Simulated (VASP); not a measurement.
Runs of VASP 6.6.1 on InSb3. The structure is that of space group Fm-3m (No. 225), or close to it. The cells are those of the table. 

```tsv
level	potentials or basis	cell	gap on the mesh (eV)	pressure (GPa)
LDA	VASP PAW LDA potentials, release 64 (Sb, In_d)	a = 5.402 Å, angles 60.0°, 4 atoms	none	-5.0
PBE	VASP PAW PBE potentials, release 64 (Sb, In_d)	a = 5.402 Å, angles 60.0°, 4 atoms	none	(b)
LDA	VASP PAW LDA potentials, release 64 (Sb, In_d)	a = 5.366 Å, angles 60.0°, 4 atoms	none	(c)
PBE	VASP PAW PBE potentials, release 64 (Sb, In_d)	a = 5.294 Å, angles 60.0°, 4 atoms	none	2.0
PBE	VASP PAW PBE potentials, release 64 (Sb, In_d)	a = 5.257 Å, angles 60.0°, 4 atoms	none	3.3
LDA	VASP PAW LDA potentials, release 64 (Sb, In_d)	a = 5.257 Å, angles 60.0°, 4 atoms	none	-1.1
PBE	VASP PAW PBE potentials, release 64 (Sb, In_d)	a = 5.330 Å, angles 60.0°, 4 atoms	none	0.8
PBE	VASP PAW PBE potentials, release 64 (Sb, In_d)	a = 5.366 Å, angles 60.0°, 4 atoms	none	-0.3
LDA	VASP PAW LDA potentials, release 64 (Sb, In_d)	a = 5.294 Å, angles 60.0°, 4 atoms	none	(a)
LDA	VASP PAW LDA potentials, release 64 (Sb, In_d)	a = 5.437 Å, angles 60.0°, 4 atoms	none	-5.7
LDA	VASP PAW LDA potentials, release 64 (Sb, In_d)	a = 5.330 Å, angles 60.0°, 4 atoms	none	(d)
```

Alike in all rows: task single point; no spin polarisation; k mesh 6 × 6 × 6; cutoff (eV) 520; smearing fermi-dirac 0.05 eV.

Task: Estimate the missing entries.

Result: (a) -2.3; (b) -1.2; (c) -4.2; (d) -3.3.

Caveats: spin-orbit coupling is left out, which moves the levels of the heavy elements; the cell stands under tension (at least some runs); the cell stands under pressure (at least some runs).

A k mesh can miss the band edges, and the runs leave out spin-orbit coupling on In, Sb.

A gap of «none» marks levels without a gap at the run's occupations.
